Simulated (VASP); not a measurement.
MgI2, 3 atoms in the cell. Symmetry: Cm, No. 8, monoclinic system. The conventional cell has a = 7.194 Å, b = 4.154 Å, c = 6.862 Å, α = 90.00°, β = 90.00°, γ = 90.00°. Mg (site symmetry m) has 6 I at 2.59 to 3.29 Å within 3.4 Å. Within 3.9 Å of I (site symmetry m) lie 3 Mg at 2.95 to 3.29 Å. I (site symmetry m) has 3 Mg at 2.59 to 2.97 Å within 3.4 Å.  This cell differs from its parent crystal: all I atoms moved -0.500 Å, as atom 2 towards its neighbour atom 3 (I) at 4.101 Å.

```yaml
Program: VASP 6.6.1
Task: single point
Functional: PBEsol
Potentials_or_basis: VASP PAW PBE potentials, release 64 (Mg, I)
Cutoff: 520 eV
k_mesh: 6 × 6 × 4
Occupations: gaussian, width 0.05 eV
Spin: no spin polarisation
Dipole_correction: no
Further_INCAR_settings: ALGO = Normal; EDIFF = 1e-06; NBANDS = 15
```

Potentials or basis: VASP PAW PBE potentials, release 64 (Mg, I).

Run with:

```bash
$ cat potpaw_PBE.64/Mg/POTCAR potpaw_PBE.64/I/POTCAR > POTCAR
$ mpirun -np 1 vasp_std > vasp.out
```

Hardware: 1 thread of Intel(R) Xeon(R) Platinum 8488C (Sapphire Rapids) (shared host).

Problem. Estimate the wall time of this run.

Solution. It took 44 s on 1 thread of Intel(R) Xeon(R) Platinum 8488C (Sapphire Rapids), with other jobs on the host, peak memory 0.26 GiB. Counts: scf iterations 13, k points 47.
